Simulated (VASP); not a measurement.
# Sn (Fd-3m) in VASP: further runs, part 2 of 2

VASP 6.6.1. Earlier steps stand in the parts before.

### 4 Single point, PBE (35.73 Å³/atom)

INCAR reads:

```
PREC = Accurate ; ENCUT = 520
EDIFF = 1E-6 ; ISMEAR = 0
SIGMA = 0.1 ; LREAL = False
LASPH = True ; NELM = 80
ALGO = Fast ; ISIF = 2
LWAVE = False ; LCHARG = False
GGA = PE ; NBANDS = 21
```

KPOINTS reads:

```
regular mesh
0
Gamma
  12 12 12
```

POSCAR reads:

```
Sn
1.0
    0.0000000000      3.2937131141      3.2937131141
    3.2937131141      0.0000000000      3.2937131141
    3.2937131141      3.2937131141      0.0000000000
Sn
2
Direct
    0.0000000000      0.0000000000      0.0000000000
    0.2500000000      0.2500000000      0.2500000000
```

Potentials or basis: VASP PAW PBE potentials, release 64 (Sn_d).

Command:

```console
$ cat potpaw_PBE.64/Sn_d/POTCAR > POTCAR
$ mpirun -np 1 vasp_std > vasp.out
```

OUTCAR:

```text
PREC = Accurate
   ENCUT = 520
   EDIFF = 1E-6
   ISMEAR = 0
   LREAL = False
   LASPH = True
   NELM = 80
   ISIF = 2
   GGA = PE

 ion  position               nearest neighbor table
   1  0.000  0.000  0.000-   2 2.85   2 2.85   2 2.85   2 2.85
   2  0.250  0.250  0.250-   1 2.85   1 2.85   1 2.85   1 2.85

  LATTYP: Found a face centered cubic cell.
 ALAT       =     6.5874262282

  Lattice vectors:

 A1 = (   0.0000000000,   3.2937131141,   3.2937131141)
 A2 = (   3.2937131141,   0.0000000000,   3.2937131141)
 A3 = (   3.2937131141,   3.2937131141,   0.0000000000)

Analysis of symmetry for initial positions (statically):
=====================================================================
 Subroutine PRICEL returns:
 Original cell was already a primitive cell.

 Routine SETGRP: Setting up the symmetry group for a
 face centered cubic supercell.

 Subroutine GETGRP returns: Found 48 space group operations
 (whereof 24 operations were pure point group operations)
 out of a pool of 48 trial point group operations.

The static configuration has the point symmetry T_d .
 The point group associated with its full space group is O_h .

Analysis of symmetry for dynamics (positions and initial velocities):
=====================================================================
 Subroutine PRICEL returns:
 Original cell was already a primitive cell.

 Routine SETGRP: Setting up the symmetry group for a
 face centered cubic supercell.

 Subroutine GETGRP returns: Found 48 space group operations
 (whereof 24 operations were pure point group operations)
 out of a pool of 48 trial point group operations.

The dynamic configuration has the point symmetry T_d .
 The point group associated with its full space group is O_h .

 Subroutine INISYM returns: Found 48 space group operations
 (whereof 24 operations are pure point group operations),
 and found     1 'primitive' translations

[... 106 lines left out ...]
   NUPDOWN=      -1.0000    fix difference up-down
   EMIN   =  10.00;   EMAX   =-10.00  energy-range for DOS
   EFERMI =   0.00;   METHOD = LEGACY
   ISMEAR =     0;   SIGMA  =   0.10  broadening in eV -4-tet -1-fermi 0-gaus
   EFERMI_NEDOS =   21; number of points for ismear=-14 and -15
   IALGO  =     68    algorithm
   IMIX   =      4    mixing-type and parameters
     AMIX     =   0.40;   BMIX     =  1.00
     AMIX_MAG =   1.60;   BMIX_MAG =  1.00
  volume/ion in A,a.u.               =      35.73       241.13
  Fermi-wavevector in a.u.,A,eV,Ry     =   1.197931  2.263761 19.524881  1.435038
  Thomas-Fermi vector in A             =   2.333833
   LORBIT       =      0    0 simple, 1 ext, 2 COOP (PROOUT), +10 PAW based schemes
   GGA     = PE    functional components
   LHFCALC =     F    Hartree Fock is set to
   AEXX    =    0.0000 exact exchange contribution
   IVDW    =     0    specifies the selected vdW correction
   LEPSILON=     F    determine dielectric tensor
   LRPA    =     F    only Hartree local field effects (RPA)
 non-spin polarized calculation
 RMM-DIIS sequential band-by-band and
 Gauss-broadening in eV      SIGMA  =   0.10
  energy-cutoff  :      520.00
  volume of cell :       71.46
 maximum number of plane-waves:      1964
   NGX = 17   NGY = 17   NGZ = 17

 number of electron      27.9999987 magnetization

 Free energy of the ion-electron system (eV)
  ---------------------------------------------------
  ext. energy  EPLUGINS =         0.00000000
  ---------------------------------------------------
  free energy    TOTEN  =        -7.68521853 eV

  energy without entropy =       -7.68397565  energy(sigma->0) =       -7.68459709

 E-fermi :   5.1658     XC(G=0):  -8.6810

 val. band max:        5.1313173879   @ k =   0.0833   0.0000   0.0000
 cond. band min:       5.2535236211   @ k =   0.3333   0.0000   0.0000
 fundamental gap:      0.1222062331
 Fermi energy:         5.1657952603

 k-point     1 :       0.0000    0.0000    0.0000
  band No.  band energies     occupation
      1     -16.4250      2.00000
      2     -16.4250      2.00000
      3     -16.4250      2.00000
      4     -16.3714      2.00000
      5     -16.3714      2.00000
      6     -16.0973      2.00000
[... 565 lines left out ...]
     20      12.9211      0.00000
     21      13.1286      0.00000

 [... further k-points ...]
[... 5 lines left out ...]
  --------------------------------------------------------------------------------------
  -------------------------------------------------------------------------------------
  Total        0.4965191      0.4965191      0.4965191      0.0000000      0.0000000      0.0000000
  in kB       11.1316425     11.1316425     11.1316425      0.0000000      0.0000000      0.0000000
  external PRESSURE =      11.1316425 kB  Pullay stress =       0.0000000 kB

 VOLUME and BASIS-vectors are now :
 -----------------------------------------------------------------------------
  energy-cutoff  :      520.00
  volume of cell :       71.46
      direct lattice vectors                 reciprocal lattice vectors
     0.000000000  3.293713114  3.293713114    -0.151804357  0.151804357  0.151804357
     3.293713114  0.000000000  3.293713114     0.151804357 -0.151804357  0.151804357
     3.293713114  3.293713114  0.000000000     0.151804357  0.151804357 -0.151804357

 POSITION                                       TOTAL-FORCE (eV/Angst)
 -----------------------------------------------------------------------------------
      0.00000      0.00000      0.00000        -0.000000     -0.000000     -0.000000
      1.64686      1.64686      1.64686         0.000000      0.000000      0.000000
 -----------------------------------------------------------------------------------
    total drift:                                0.000000      0.000000      0.000000

  FREE ENERGIE OF THE ION-ELECTRON SYSTEM (eV)
  ---------------------------------------------------
  free  energy   TOTEN  =        -7.6852185320 eV

  energy  without entropy=       -7.6839756539  energy(sigma->0) =       -7.68459709
```

OSZICAR:

```text
N       E                     dE             d eps       ncg     rms          rms(c)
DAV:   1     0.226186446588E+03    0.22619E+03   -0.14478E+04  3064   0.186E+03
DAV:   2     0.172308528990E+02   -0.20896E+03   -0.20450E+03  3039   0.445E+02
DAV:   3    -0.689076700581E+01   -0.24122E+02   -0.23989E+02  3554   0.140E+02
DAV:   4    -0.770170491175E+01   -0.81094E+00   -0.81062E+00  3419   0.287E+01
DAV:   5    -0.773545557894E+01   -0.33751E-01   -0.33750E-01  4543   0.540E+00    0.301E+00
RMM:   6    -0.769946999475E+01    0.35986E-01   -0.21656E-02  3731   0.184E+00    0.179E+00
RMM:   7    -0.768235954759E+01    0.17110E-01   -0.44560E-02  3731   0.223E+00    0.153E-01
RMM:   8    -0.768453052922E+01   -0.21710E-02   -0.97026E-03  3669   0.829E-01    0.604E-02
RMM:   9    -0.768514649963E+01   -0.61597E-03   -0.30551E-03  4350   0.497E-01    0.341E-02
RMM:  10    -0.768520331045E+01   -0.56811E-04   -0.47530E-04  4090   0.206E-01    0.140E-02
RMM:  11    -0.768521833887E+01   -0.15028E-04   -0.12455E-04  5018   0.854E-02    0.711E-03
RMM:  12    -0.768521853198E+01   -0.19311E-06   -0.77053E-06  3779   0.250E-02
   1 F= -.76852185E+01 E0= -.76845971E+01  d E =-.124288E-02
```

It took 2.2 min on 1 thread of Intel Xeon 8259CL, shared host; peak memory 0.26 GiB.

Results:

```
Free energy            : -7.6852 eV
Pressure               : 1.1 GPa
Band gap on the k mesh : zero (bands 14 and 15 overlap by 0.18 eV)
```

Levels at points of the mesh, in eV from the Fermi level:
```
           k point  band 12  band 13  band 14  band 15  band 16  band 17
(0.00, 0.00, 0.00)    -0.93     0.10     0.10     0.10     2.16     2.16
(0.50, 0.00, 0.00)    -6.12    -1.04    -1.04    -0.08     3.22     3.22
(0.50, 0.50, 0.00)    -7.35    -2.31    -2.31     0.88     0.88     7.45
```

Caveat: spin-orbit coupling is left out, which moves the levels of the heavy elements.

### 5 Summary

| cell | k mesh | gap on the mesh (eV) | pressure (GPa) |
| --- | --- | --- | --- |
| a = 4.706, b = 4.706, c = 11.526 Å, angles 90.0, 90.0, 120.0°, 6 atoms, atomic positions A | 12 × 12 × 4 | none | 0.0 |
| a = 4.609 Å, angles 60.0°, 2 atoms, atomic positions B | 12 × 12 × 12 | none | 2.5 |
| a = 4.658 Å, angles 60.0°, 2 atoms, atomic positions B | 12 × 12 × 12 | none | 1.1 |

Alike in all rows: task single point; level PBE; potentials or basis VASP PAW PBE potentials, release 64 (Sn_d); no spin polarisation; cutoff (eV) 520; smearing gaussian 0.1 eV.

Caveats: spin-orbit coupling is left out, which moves the levels of the heavy elements.

Total energies depend on the potentials used, so only differences within one code and one set of settings carry meaning.
